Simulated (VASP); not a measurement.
# BiH (Pmma) in VASP: a series of runs, part 2 of 2

VASP 6.6.1.

## 4. Relaxation of cell and atoms, PBE

Input file INCAR:

```
ALGO = Normal
EDIFF = 1E-6
EDIFFG = -0.04
ENCUT = 600
GGA = PE
IBRION = 2
ISIF = 3
ISMEAR = 0
LASPH = T
LCHARG = F
LREAL = F
LWAVE = F
NELM = 80
NSW = 90
PREC = Accurate
SIGMA = 0.1
```

Input file KPOINTS:

```
k-points
0
Gamma
  4 6 4
```

Input file POSCAR:

```
BiH
1.0
    4.7826729392      0.0000000000      0.0000000000
    0.0000000000      3.1650041510      0.0000000000
    0.0000000000      0.0000000000      4.8831492615
Bi H
2 2
Direct
    0.7500000000      0.0000000000      0.6870000000
    0.2500000000      0.0000000000      0.3130000000
    0.7500000000      0.5000000000      0.1880000000
    0.2500000000      0.5000000000      0.8120000000
```

Launch:

```console
$ cat potpaw_PBE.64/Bi_d/POTCAR potpaw_PBE.64/H/POTCAR > POTCAR
$ mpirun -np 1 vasp_std > vasp.out
```

Run time: 15 min. Hardware: 1 thread of Oxide Virtual Turin-like, shared host; peak memory 0.22 GiB.

Results (log left out):

| Quantity | Value |
| --- | --- |
| Free energy | -12.9140 eV |
| Relaxed volume | 22.10 Å³/atom |
| Relaxed cell | a = 6.175 Å, b = 4.019 Å, c = 3.562 Å, α = 90.00°, β = 90.00°, γ = 90.00° |
| Space group after relaxing (to 0.1 Å) | Pmma (No. 51) |
| Energy gained by relaxing | 424.0 meV/atom |
| Ionic steps | 39 |
| Pressure after relaxing | 0.0 GPa |
| Largest force after relaxing | 0.033 eV/Å |
| Band gap on the k mesh | zero (bands 16 and 17 overlap by 4.40 eV) |

Forces on the atoms (eV/Å):
```
Bi   0.000  0.000 -0.033
Bi   0.000  0.000  0.033
H    0.000  0.000  0.026
H    0.000  0.000 -0.026
```

Stress tensor (GPa, compression positive):
```
 0.06  0.00  0.00
 0.00 -0.15  0.00
 0.00  0.00  0.03
```

Step by step:
```tsv
step	energy change (eV)	largest force (eV/Å)	pressure (GPa)	volume (Å³)
1	0.0000	1.2783	1.45	73.92
2	-0.1720	0.7554	-1.49	75.70
3	-0.2888	0.3556	-4.25	78.00
4	-0.3316	0.3858	-6.82	82.50
5	-0.4528	0.4036	-6.06	81.05
6	-0.8000	0.4762	-2.68	76.64
7	-0.8692	0.6690	10.18	67.51
8	-0.9808	0.4372	2.98	71.55
9	-0.9822	0.3864	3.91	70.93
10	-1.0660	0.2417	4.93	71.45
11	-1.2279	0.2868	8.24	72.23
12	-1.2467	0.1348	7.16	72.11
13	-1.2513	0.2208	7.63	72.19
14	-1.3605	0.1036	4.96	76.09
15	-1.4019	0.2969	2.97	80.45
16	-1.2753	0.3525	-0.32	89.27
17	-1.4064	0.3541	2.36	81.81
18	-1.4843	0.3796	1.04	83.99
19	-1.5530	0.4265	-1.48	89.45
20	-1.5882	0.3390	-0.79	88.74
21	-1.6061	0.2206	0.16	87.86
22	-1.6062	0.2066	0.25	87.76
23	-1.6142	0.1734	0.22	88.05
24	-1.6208	0.1105	0.15	88.60
25	-1.6277	0.1140	-0.14	89.13
26	-1.6321	0.1197	-0.59	89.94
27	-1.6388	0.0932	-0.21	89.15
28	-1.6427	0.1482	0.52	87.78
29	-1.6473	0.1590	0.43	87.89
30	-1.6545	0.1737	0.21	88.22
31	-1.6624	0.1630	0.04	88.61
32	-1.6773	0.1229	-0.47	89.77
33	-1.6678	0.0549	-1.40	92.10
34	-1.6802	0.0923	-0.78	90.50
35	-1.6883	0.1019	-0.30	89.52
36	-1.6900	0.1126	0.08	88.78
37	-1.6949	0.0679	0.05	88.47
38	-1.6955	0.0477	0.04	88.32
39	-1.6960	0.0331	-0.02	88.38
```

Final structure:
```
Bi H
1.0
     6.17488    0.00000    0.00000
     0.00000    4.01883    0.00000
     0.00000    0.00000    3.56156
Bi H
2 2
Direct
  0.75000 0.00000 0.86822
  0.25000 0.00000 0.13178
  0.75000 0.50000 0.01885
  0.25000 0.50000 0.98115
```

Levels at points of the mesh, in eV from the Fermi level:
| k point | band 14 | band 15 | band 16 | band 17 | band 18 | band 19 |
| --- | --- | --- | --- | --- | --- | --- |
| (0.00, 0.00, 0.00) | -1.28 | -0.37 | -0.35 | 1.69 | 2.62 | 3.35 |
| (0.50, 0.00, 0.00) | -1.12 | -0.48 | -0.48 | 0.48 | 0.48 | 2.98 |
| (0.00, 0.50, 0.00) | -5.21 | -3.45 | 2.85 | 3.18 | 3.32 | 5.34 |
| (0.50, 0.50, 0.00) | -6.00 | 0.05 | 0.05 | 3.36 | 3.36 | 4.65 |
| (0.00, 0.00, 0.50) | -2.55 | -2.52 | 0.20 | 0.94 | 1.43 | 1.57 |
| (0.50, 0.00, 0.50) | -3.89 | -0.19 | -0.19 | 1.62 | 1.62 | 1.85 |
| (0.00, 0.50, 0.50) | -4.59 | -2.94 | -1.88 | -1.35 | 1.57 | 2.44 |
| (0.50, 0.50, 0.50) | -5.23 | -2.88 | -2.88 | 1.91 | 1.91 | 2.42 |

Caveat: the volume moved by over 15 % at a fixed basis, so the end points are rough; spin-orbit coupling is left out, which moves the levels of the heavy elements.

## 5. Single point, PBE

This run uses another cell than the first one, of 23.45 Å³/atom.

Input file INCAR:

```
PREC     = Accurate       # precision mode
ENCUT    = 520            # plane-wave cutoff, eV
EDIFF    = 1E-7           # SCF threshold, eV
ISMEAR   = 0              # smearing method
SIGMA    = 0.1            # smearing width, eV
LREAL    = False          # projectors in reciprocal space
LASPH    = True           # aspherical terms in the spheres
NELM     = 80             # most SCF steps
ALGO     = Fast           # electronic algorithm
ISIF     = 2              # what is computed and relaxed
LWAVE    = False          # write WAVECAR
LCHARG   = False          # write CHGCAR
GGA      = PE             # functional
NBANDS   = 24             # bands
```

Input file KPOINTS:

```
regular mesh
0
Gamma
  10 12 10
```

Input file POSCAR:

```
BiH
1.0
    4.5799673813      0.0000000000      0.0000000000
    0.0000000000      4.2143643039      0.0000000000
    0.0000000000      0.0000000000      4.8604263325
Bi H
2 2
Direct
    0.7500000000      0.0000000000      0.7154366367
    0.2500000000      0.0000000000      0.2845633633
    0.7500000000      0.5000000000      0.7122677435
    0.2500000000      0.5000000000      0.2877322565
```

Launch:

```console
$ cat potpaw_PBE.64/Bi_d/POTCAR potpaw_PBE.64/H/POTCAR > POTCAR
$ mpirun -np 1 vasp_std > vasp.out
```

Run time: 7.1 min. Hardware: 1 thread of Oxide Virtual Turin-like, shared host; peak memory 0.51 GiB.

Results (log left out):

```yaml
Free_energy: -13.1499 eV
Pressure: -0.1 GPa
Largest_force: 0.009 eV/Å
Band_gap_on_the_k_mesh: zero (bands 16 and 17 overlap by 0.20 eV)
```

Forces on the atoms (eV/Å):
```
Bi   0.000  0.000  0.009
Bi   0.000  0.000 -0.009
H    0.000  0.000  0.000
H    0.000  0.000  0.000
```

Levels at points of the mesh, in eV from the Fermi level:
```csv
k point,band 14,band 15,band 16,band 17,band 18,band 19
"(0.00, 0.00, 0.00)",-2.14,-1.19,-0.70,0.68,2.43,2.55
"(0.50, 0.00, 0.00)",-1.44,-0.33,-0.33,0.41,0.41,0.70
"(0.00, 0.50, 0.00)",-4.27,-1.91,-1.68,3.21,4.03,4.90
"(0.50, 0.50, 0.00)",-5.27,-0.72,-0.72,0.91,0.91,4.52
"(0.00, 0.00, 0.50)",-1.01,-0.99,0.11,0.18,0.39,0.84
"(0.50, 0.00, 0.50)",-3.91,-0.23,-0.23,0.88,0.88,5.18
"(0.00, 0.50, 0.50)",-4.93,-0.55,0.11,0.49,1.40,4.19
"(0.50, 0.50, 0.50)",-5.17,-3.37,-3.37,2.95,2.95,5.71
```

Caveat: spin-orbit coupling is left out, which moves the levels of the heavy elements.

## 6. Summary

| task | cell | k mesh | cutoff (eV) | gap on the mesh (eV) | pressure (GPa) | largest force (eV/Å) |
| --- | --- | --- | --- | --- | --- | --- |
| single point | a = 4.783, b = 3.165, c = 4.883 Å, 4 atoms, atomic positions A | 4 × 6 × 4 | 520 | none | 1.4 | 1.28 |
| single point | a = 4.601, b = 4.228, c = 4.812 Å, 4 atoms, atomic positions B | 4 × 6 × 4 | 520 | none | -0.1 | 0.01 |
| relaxation of cell and atoms | relaxed from a = 4.783, b = 3.165, c = 4.883 Å, 4 atoms, atomic positions A | 4 × 6 × 4 | 600 | none | 0.0 | 0.03 |
| single point | a = 4.580, b = 4.214, c = 4.860 Å, 4 atoms, atomic positions C | 10 × 12 × 10 | 520 | none | -0.1 | 0.01 |

Alike in all rows: level PBE; potentials or basis VASP PAW PBE potentials, release 64 (Bi_d, H); no spin polarisation; smearing gaussian 0.1 eV.

Caveats: spin-orbit coupling is left out, which moves the levels of the heavy elements; the stress differs along the axes, from -2 to 4 GPa (at least some runs); forces of over 1 eV/Å act on the atoms, so gaps and moduli don't describe the material at rest (at least some runs); the volume moved by over 15 % at a fixed basis, so the end points are rough (at least some runs).

Total energies depend on the potentials used, so only differences within one code and one set of settings carry meaning.
